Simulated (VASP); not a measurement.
# ZnCu (Pm-3m) in VASP: notebook

Runs on ZnCu. Level: PBE. Tasks: electric field gradients.

All numbers are computed with VASP 6.6.1; they aren't measurements. Logs are shortened: lines on timing, memory, paths and dates and some standing lists are left out, and cuts for length are marked.

## (1) The cell of the first run

Symmetry: Pm-3m, No. 221, cubic system. The conventional cell has a = 2.963 Å, b = 2.963 Å, c = 2.963 Å, α = 90.00°, β = 90.00°, γ = 90.00°. Within 3.4 Å of Zn (site symmetry m-3m) lie 8 Cu at 2.57 Å and 6 Zn at 2.96 Å. Cu (site symmetry m-3m) has 8 Zn at 2.57 Å and 6 Cu at 2.96 Å within 3.4 Å.

## (2) Electric field gradients, PBE

Contents of INCAR:

```
SYSTEM = ZnCu
PREC     = Accurate       ! precision mode
ENCUT    = 520            ! plane-wave cutoff, eV
EDIFF    = 1E-8           ! SCF threshold, eV
ISMEAR   = -1             ! smearing method
SIGMA    = 0.05           ! smearing width, eV
LREAL    = .FALSE.        ! projectors in reciprocal space
LASPH    = .TRUE.         ! aspherical terms in the spheres
NELM     = 100            ! most SCF steps
ALGO     = Normal         ! electronic algorithm
ISIF     = 2              ! what is computed and relaxed
LWAVE    = .FALSE.        ! write WAVECAR
LCHARG   = .FALSE.        ! write CHGCAR
GGA      = PE             ! functional
LEFG     = .TRUE.       
NBANDS   = 18             ! bands
```

Contents of KPOINTS:

```
regular mesh
0
G
  14 14 14
  0 0 0
```

Contents of POSCAR:

```
ZnCu
1.0
    2.9632359253      0.0000000000      0.0000000000
    0.0000000000      2.9632359253      0.0000000000
    0.0000000000      0.0000000000      2.9632359253
Zn Cu
1 1
Direct
    0.5000000000      0.5000000000      0.5000000000
    0.0000000000      0.0000000000      0.0000000000
```

Potentials or basis: VASP PAW PBE potentials, release 64 (Zn, Cu).

On the command line:

```console
cat potpaw_PBE.64/Zn/POTCAR potpaw_PBE.64/Cu/POTCAR > POTCAR
mpirun -np 1 vasp_std > vasp.out
```

OUTCAR:

```text
SYSTEM = ZnCu
   PREC = Accurate
   ENCUT = 520
   EDIFF = 1E-8
   ISMEAR = -1
   LREAL = .FALSE.
   LASPH = .TRUE.
   NELM = 100
   ISIF = 2
   GGA = PE

 ion  position               nearest neighbor table
   1  0.500  0.500  0.500-   2 2.57   2 2.57   2 2.57   2 2.57   2 2.57   2 2.57   2 2.57   2 2.57

   2  0.000  0.000  0.000-   1 2.57   1 2.57   1 2.57   1 2.57   1 2.57   1 2.57   1 2.57   1 2.57

  LATTYP: Found a simple cubic cell.
 ALAT       =     2.9632359253

  Lattice vectors:

 A1 = (   2.9632359253,   0.0000000000,   0.0000000000)
 A2 = (   0.0000000000,   2.9632359253,   0.0000000000)
 A3 = (   0.0000000000,   0.0000000000,   2.9632359253)

Analysis of symmetry for initial positions (statically):
=====================================================================
 Subroutine PRICEL returns:
 Original cell was already a primitive cell.

 Routine SETGRP: Setting up the symmetry group for a
 simple cubic supercell.

 Subroutine GETGRP returns: Found 48 space group operations
 (whereof 48 operations were pure point group operations)
 out of a pool of 48 trial point group operations.

The static configuration has the point symmetry O_h .

Analysis of symmetry for dynamics (positions and initial velocities):
=====================================================================
 Subroutine PRICEL returns:
 Original cell was already a primitive cell.

 Routine SETGRP: Setting up the symmetry group for a
 simple cubic supercell.

 Subroutine GETGRP returns: Found 48 space group operations
 (whereof 48 operations were pure point group operations)
 out of a pool of 48 trial point group operations.

The dynamic configuration has the point symmetry O_h .

 Subroutine INISYM returns: Found 48 space group operations
 (whereof 48 operations are pure point group operations),
 and found     1 'primitive' translations

----------------------------------------------------------------------------------------

                                     Primitive cell

  volume of cell :      26.0195

  direct lattice vectors                    reciprocal lattice vectors
     2.963235925  0.000000000  0.000000000     0.337468911  0.000000000  0.000000000
     0.000000000  2.963235925  0.000000000     0.000000000  0.337468911  0.000000000
     0.000000000  0.000000000  2.963235925     0.000000000  0.000000000  0.337468911

  length of vectors
     2.963235925  2.963235925  2.963235925     0.337468911  0.337468911  0.337468911

  position of ions in fractional coordinates (direct lattice)
     0.500000000  0.500000000  0.500000000
     0.000000000  0.000000000  0.000000000

  ion indices of the primitive-cell ions
   primitive index   ion index
                 1           1
                 2           2

----------------------------------------------------------------------------------------

 KPOINTS: regular mesh

Automatic generation of k-mesh.
 Grid dimensions read from file:
 generate k-points for:   14   14   14

 Generating k-lattice:

  Cartesian coordinates                     Fractional coordinates (reciprocal lattice)
     0.024104922  0.000000000  0.000000000     0.071428571  0.000000000  0.000000000
     0.000000000  0.024104922  0.000000000     0.000000000  0.071428571  0.000000000
     0.000000000  0.000000000  0.024104922     0.000000000  0.000000000  0.071428571

  Length of vectors
     0.024104922  0.024104922  0.024104922

  Shift w.r.t. Gamma in fractional coordinates (k-lattice)
     0.000000000  0.000000000  0.000000000

 Subroutine IBZKPT returns following result:
 ===========================================

 Found    120 irreducible k-points:

 Following reciprocal coordinates:
            Coordinates               Weight
  0.000000  0.000000  0.000000      1.000000
  0.071429  0.000000  0.000000      6.000000
  0.142857  0.000000  0.000000      6.000000
  0.214286  0.000000  0.000000      6.000000
  0.285714  0.000000  0.000000      6.000000
  0.357143  0.000000  0.000000      6.000000
[... 16 lines left out ...]
  0.285714  0.214286  0.000000     24.000000
  0.357143  0.214286  0.000000     24.000000
 [... further k-points ...]
   k-points           NKPTS =    120   k-points in BZ     NKDIM =    120   number of bands    NBANDS=     18
   number of dos      NEDOS =    301   number of ions     NIONS =      2
   total plane-waves  NPLWV =  13824
   dimension x,y,z NGX =    24 NGY =   24 NGZ =   24
   dimension x,y,z NGXF=    48 NGYF=   48 NGZF=   48
   ions per type =               1   1
   NGX,Y,Z   is equivalent  to a cutoff of  13.46, 13.46, 13.46 a.u.
   NGXF,Y,Z  is equivalent  to a cutoff of  26.93, 26.93, 26.93 a.u.
 SYSTEM =  ZnCu
   PREC   = accura    normal or accurate (medium, high low for compatibility)
   ISTART =      0    job   : 0-new  1-cont  2-samecut
   ICHARG =      2    charge: 1-file 2-atom 10-const
   ISPIN  =      1    spin polarized calculation?
   LNONCOLLINEAR =      F non collinear calculations
   LSORBIT =      F    spin-orbit coupling
   LASPH  =      T    aspherical Exc in radial PAW
   ENCUT  =  520.0 eV  38.22 Ry    6.18 a.u.   5.51  5.51  5.51*2*pi/ulx,y,z
   NELM   =    100;   NELMIN=  2; NELMDL= -5     # of ELM steps
   EDIFF  = 0.1E-07   stopping-criterion for ELM
   LREAL  =      F    real-space projection
   EDIFFG = 0.1E-06   stopping-criterion for IOM
   NSW    =      0    number of steps for IOM
   IBRION =     -1    ionic relax: 0-MD 1-quasi-New 2-CG
   NFREE  =      0    steps in history (QN), initial steepest desc. (CG)
   ISIF   =      2    stress and relaxation
   ISYM   =      2    0-nonsym 1-usesym 2-fastsym
   POTIM  = 0.5000    time-step for ionic-motion
   TEBEG  =    0.0;   TEEND  =   0.0 temperature during run
   PSTRESS=    0.0 pullay stress
   NELECT =      23.0000    total number of electrons
   NUPDOWN=      -1.0000    fix difference up-down
   EMIN   =  10.00;   EMAX   =-10.00  energy-range for DOS
   EFERMI =   0.00;   METHOD = LEGACY
   ISMEAR =    -1;   SIGMA  =   0.05  broadening in eV -4-tet -1-fermi 0-gaus
   EFERMI_NEDOS =   21; number of points for ismear=-14 and -15
   IALGO  =     38    algorithm
   IMIX   =      4    mixing-type and parameters
     AMIX     =   0.40;   BMIX     =  1.00
     AMIX_MAG =   1.60;   BMIX_MAG =  1.00
  volume/ion in A,a.u.               =      13.01        87.79
  Fermi-wavevector in a.u.,A,eV,Ry     =   1.571151  2.969045 33.586185  2.468515
  Thomas-Fermi vector in A             =   2.672778
   LORBIT       =      0    0 simple, 1 ext, 2 COOP (PROOUT), +10 PAW based schemes
   GGA     = PE    functional components
   LHFCALC =     F    Hartree Fock is set to
   AEXX    =    0.0000 exact exchange contribution
   IVDW    =     0    specifies the selected vdW correction
   LEPSILON=     F    determine dielectric tensor
   LRPA    =     F    only Hartree local field effects (RPA)
 non-spin polarized calculation
  energy-cutoff  :      520.00
  volume of cell :       26.02
 maximum number of plane-waves:       739
 NGX is ok and might be reduce to    24
   NGX = 11   NGY = 11   NGZ = 11

 number of electron      23.0000019 magnetization

 Free energy of the ion-electron system (eV)
  ---------------------------------------------------
  ext. energy  EPLUGINS =         0.00000000
  ---------------------------------------------------
  free energy    TOTEN  =        -5.01788220 eV

  energy without entropy =       -5.01489793  energy(sigma->0) =       -5.01639006

 E-fermi :   5.3809     XC(G=0): -12.2986

 val. band max:        5.2992802953   @ k =   0.5000   0.5000   0.2143
 cond. band min:       5.3927860004   @ k =   0.4286   0.3571   0.2143
 fundamental gap:      0.0935057050
 Fermi energy:         5.3808594542

 k-point     1 :       0.0000    0.0000    0.0000
  band No.  band energies     occupation
      1      -4.8294      2.00000
      2      -2.4233      2.00000
      3      -2.4233      2.00000
      4      -1.7581      2.00000
      5      -1.7581      2.00000
      6      -1.7581      2.00000
[... 10 lines left out ...]
     17      17.3528      0.00000
     18      28.6211      0.00000

 k-point     2 :       0.0714    0.0000    0.0000
  band No.  band energies     occupation
      1      -4.7382      2.00000
      2      -2.4132      2.00000
      3      -2.4040      2.00000
      4      -1.7661      2.00000
      5      -1.7661      2.00000
      6      -1.7543      2.00000
[... 10 lines left out ...]
     17      18.0208      0.00000
     18      27.5546      0.00000

 k-point     3 :       0.1429    0.0000    0.0000
  band No.  band energies     occupation
      1      -4.4675      2.00000
      2      -2.3848      2.00000
      3      -2.3477      2.00000
      4      -1.7883      2.00000
      5      -1.7883      2.00000
      6      -1.7435      2.00000
[... 10 lines left out ...]
     17      20.1128      0.00000
     18      25.8884      0.00000

 k-point     4 :       0.2143    0.0000    0.0000
  band No.  band energies     occupation
      1      -4.0289      2.00000
      2      -2.3431      2.00000
      3      -2.2561      2.00000
      4      -1.8203      2.00000
      5      -1.8203      2.00000
      6      -1.7279      2.00000
[... 375 lines left out ...]
      4      -1.8515      2.00000
      5      -1.8305      2.00000
      6      -1.7822      2.00000
[... 10 lines left out ...]
     17      22.7855      0.00000
     18      23.8400      0.00000

 k-point    23 :       0.2857    0.2143    0.0000
  band No.  band energies     occupation
      1      -2.8716      2.00000
      2      -2.2388      2.00000
      3      -2.0412      2.00000
      4      -1.8838      2.00000
      5      -1.7985      2.00000
      6      -1.6999      2.00000
[... 10 lines left out ...]
     17      22.5556      0.00000
     18      23.0330      0.00000

 k-point    24 :       0.3571    0.2143    0.0000
  band No.  band energies     occupation
      1      -2.5438      2.00000
      2      -2.2370      2.00000
      3      -1.9988      2.00000
      4      -1.9180      2.00000
      5      -1.8077      2.00000
      6      -1.2495      2.00000
[... 10 lines left out ...]
     17      20.9698      0.00000
     18      21.9265      0.00000

 [... further k-points ...]

------------------------ aborting loop because EDIFF is reached ----------------------------------------

  FORCE on cell =-STRESS in cart. coord.  units (eV):
  Direction    XX          YY          ZZ          XY          YZ          ZX
  --------------------------------------------------------------------------------------
  -------------------------------------------------------------------------------------
  Total        0.0905615      0.0905615      0.0905615      0.0000000     -0.0000000      0.0000000
  in kB        5.5764216      5.5764216      5.5764216      0.0000000     -0.0000000      0.0000000
  external PRESSURE =       5.5764216 kB  Pullay stress =       0.0000000 kB

 VOLUME and BASIS-vectors are now :
 -----------------------------------------------------------------------------
  energy-cutoff  :      520.00
  volume of cell :       26.02
      direct lattice vectors                 reciprocal lattice vectors
     2.963235925  0.000000000  0.000000000     0.337468911  0.000000000  0.000000000
     0.000000000  2.963235925  0.000000000     0.000000000  0.337468911  0.000000000
     0.000000000  0.000000000  2.963235925     0.000000000  0.000000000  0.337468911

 POSITION                                       TOTAL-FORCE (eV/Angst)
 -----------------------------------------------------------------------------------
      1.48162      1.48162      1.48162         0.000000      0.000000      0.000000
      0.00000      0.00000      0.00000         0.000000      0.000000      0.000000
 -----------------------------------------------------------------------------------
    total drift:                                0.000000      0.000000     -0.000000

  FREE ENERGIE OF THE ION-ELECTRON SYSTEM (eV)
  ---------------------------------------------------
  free  energy   TOTEN  =        -5.0178822010 eV

  energy  without entropy=       -5.0148979286  energy(sigma->0) =       -5.01639006

 Electric field gradients (V/A^2)
---------------------------------------------------------------------
 ion       V_xx      V_yy      V_zz      V_xy      V_xz      V_yz
---------------------------------------------------------------------
   1       0.000    -0.000    -0.000    -0.000    -0.000     0.000
   2      -0.000    -0.000     0.000     0.000     0.000    -0.000
---------------------------------------------------------------------

 Electric field gradients after diagonalization (V/A^2)
 (convention: |V_zz| > |V_xx| > |V_yy|)
----------------------------------------------------------------------
 ion       V_xx      V_yy      V_zz     asymmetry (V_yy - V_xx)/ V_zz
----------------------------------------------------------------------
   1       0.000    -0.000    -0.000       0.327
   2      -0.000    -0.000     0.000       0.385
----------------------------------------------------------------------

           NMR quadrupolar parameters

 Cq : quadrupolar parameter    Cq=e*Q*V_zz/h
 eta: asymmetry parameters     (V_yy - V_xx)/ V_zz
 Q  : nuclear electric quadrupole moment in mb (millibarn)
----------------------------------------------------------------------
 ion       Cq(MHz)       eta       Q (mb)
----------------------------------------------------------------------
   1      -0.000       0.327       1.000
   2       0.000       0.385       1.000
----------------------------------------------------------------------
```

Wall time 30 s (1 thread of Intel Xeon Platinum 8259CL at 2.50GHz (Skylake/Cascade Lake), shared host); peak memory 0.18 GiB.

Results:

```yaml
Free_energy: -5.0179 eV
Pressure: 0.6 GPa
Band_gap_on_the_k_mesh: zero (an odd number of electrons rules out a gap without spin polarisation)
Largest_electric_field_gradient_by_atom: under 0.05 V/Å² on every atom
```

## (3) Electric field gradients, PBE

Contents of INCAR:

```
PREC = Accurate ; ENCUT = 520
EDIFF = 1E-8 ; ISMEAR = -1
SIGMA = 0.05 ; LREAL = F
LASPH = T ; NELM = 100
ALGO = Normal ; ISIF = 2
LWAVE = F ; LCHARG = F
GGA = PE ; LEFG = T
NBANDS = 18
```

Contents of KPOINTS:

```
Automatic mesh
0
Gamma
  14 14 14
```

POSCAR is that of step 2.

Potentials or basis: VASP PAW PBE potentials, release 64 (Zn, Cu).

On the command line:

```console
cat potpaw_PBE.64/Zn/POTCAR potpaw_PBE.64/Cu/POTCAR > POTCAR
mpirun -np 1 vasp_std > vasp.out
```

OUTCAR:

```text
PREC = Accurate
   ENCUT = 520
   EDIFF = 1E-8
   ISMEAR = -1
   LREAL = F
   LASPH = T
   NELM = 100
   ISIF = 2
   GGA = PE

 ion  position               nearest neighbor table
   1  0.500  0.500  0.500-   2 2.57   2 2.57   2 2.57   2 2.57   2 2.57   2 2.57   2 2.57   2 2.57

   2  0.000  0.000  0.000-   1 2.57   1 2.57   1 2.57   1 2.57   1 2.57   1 2.57   1 2.57   1 2.57

  LATTYP: Found a simple cubic cell.
 ALAT       =     2.9632359253

  Lattice vectors:

 A1 = (   2.9632359253,   0.0000000000,   0.0000000000)
 A2 = (   0.0000000000,   2.9632359253,   0.0000000000)
 A3 = (   0.0000000000,   0.0000000000,   2.9632359253)

Analysis of symmetry for initial positions (statically):
=====================================================================
 Subroutine PRICEL returns:
 Original cell was already a primitive cell.

 Routine SETGRP: Setting up the symmetry group for a
 simple cubic supercell.

 Subroutine GETGRP returns: Found 48 space group operations
 (whereof 48 operations were pure point group operations)
[... 693 lines left out ...]
     0.000000000  2.963235925  0.000000000     0.000000000  0.337468911  0.000000000
     0.000000000  0.000000000  2.963235925     0.000000000  0.000000000  0.337468911

 POSITION                                       TOTAL-FORCE (eV/Angst)
 -----------------------------------------------------------------------------------
      1.48162      1.48162      1.48162         0.000000      0.000000      0.000000
      0.00000      0.00000      0.00000         0.000000      0.000000      0.000000
 -----------------------------------------------------------------------------------
    total drift:                                0.000000      0.000000     -0.000000

  FREE ENERGIE OF THE ION-ELECTRON SYSTEM (eV)
  ---------------------------------------------------
  free  energy   TOTEN  =        -5.0178822010 eV

  energy  without entropy=       -5.0148979286  energy(sigma->0) =       -5.01639006

 Electric field gradients (V/A^2)
---------------------------------------------------------------------
 ion       V_xx      V_yy      V_zz      V_xy      V_xz      V_yz
---------------------------------------------------------------------
   1       0.000    -0.000    -0.000    -0.000    -0.000     0.000
   2      -0.000    -0.000     0.000     0.000     0.000    -0.000
---------------------------------------------------------------------

 Electric field gradients after diagonalization (V/A^2)
 (convention: |V_zz| > |V_xx| > |V_yy|)
----------------------------------------------------------------------
 ion       V_xx      V_yy      V_zz     asymmetry (V_yy - V_xx)/ V_zz
----------------------------------------------------------------------
   1       0.000    -0.000    -0.000       0.327
   2      -0.000    -0.000     0.000       0.385
----------------------------------------------------------------------

           NMR quadrupolar parameters

 Cq : quadrupolar parameter    Cq=e*Q*V_zz/h
 eta: asymmetry parameters     (V_yy - V_xx)/ V_zz
 Q  : nuclear electric quadrupole moment in mb (millibarn)
----------------------------------------------------------------------
 ion       Cq(MHz)       eta       Q (mb)
----------------------------------------------------------------------
   1      -0.000       0.327       1.000
   2       0.000       0.385       1.000
----------------------------------------------------------------------
```

OSZICAR:

```text
N       E                     dE             d eps       ncg     rms          rms(c)
DAV:   1     0.116747488415E+03    0.11675E+03   -0.11415E+04  4640   0.211E+03
DAV:   2    -0.123833641900E+01   -0.11799E+03   -0.11314E+03  4344   0.302E+02
DAV:   3    -0.604093835360E+01   -0.48026E+01   -0.47625E+01  4866   0.757E+01
DAV:   4    -0.608026117901E+01   -0.39323E-01   -0.39308E-01  4920   0.636E+00
DAV:   5    -0.608080798112E+01   -0.54680E-03   -0.54679E-03  4878   0.764E-01    0.937E+00
DAV:   6    -0.596561844260E+01    0.11519E+00   -0.14529E+01  4612   0.900E+01    0.608E+00
DAV:   7    -0.502757671792E+01    0.93804E+00   -0.31868E+00  4666   0.850E+01    0.217E+00
DAV:   8    -0.502625666666E+01    0.13201E-02   -0.13198E-01  5982   0.480E+00    0.119E+00
DAV:   9    -0.501790136322E+01    0.83553E-02   -0.11315E-02  4854   0.234E+00    0.590E-02
DAV:  10    -0.501789512995E+01    0.62333E-05   -0.76221E-04  6634   0.582E-01    0.504E-02
DAV:  11    -0.501788401884E+01    0.11111E-04   -0.11219E-04  5072   0.299E-01    0.929E-03
DAV:  12    -0.501788239797E+01    0.16209E-05   -0.90393E-06  5538   0.632E-02    0.752E-04
DAV:  13    -0.501788218661E+01    0.21137E-06   -0.27494E-07  4510   0.598E-03    0.102E-03
DAV:  14    -0.501788223720E+01   -0.50587E-07   -0.10857E-08  2618   0.236E-03    0.224E-04
DAV:  15    -0.501788219922E+01    0.37972E-07   -0.39982E-09  2354   0.843E-04    0.823E-05
DAV:  16    -0.501788220101E+01   -0.17817E-08   -0.42073E-10  2308   0.388E-04
   1 F= -.50178822E+01 E0= -.50163901E+01  d E =-.298427E-02
```

It took 30 s on 1 thread of Intel Xeon Platinum 8259CL at 2.50GHz (Skylake/Cascade Lake), shared host; peak memory 0.18 GiB.

Results:

* Free energy: -5.0179 eV
* Pressure: 0.6 GPa
* Band gap on the k mesh: zero (an odd number of electrons rules out a gap without spin polarisation)
* Largest electric field gradient by atom: under 0.05 V/Å² on every atom

The gap in the log of VASP goes by the Fermi energy; the results here count the filled bands.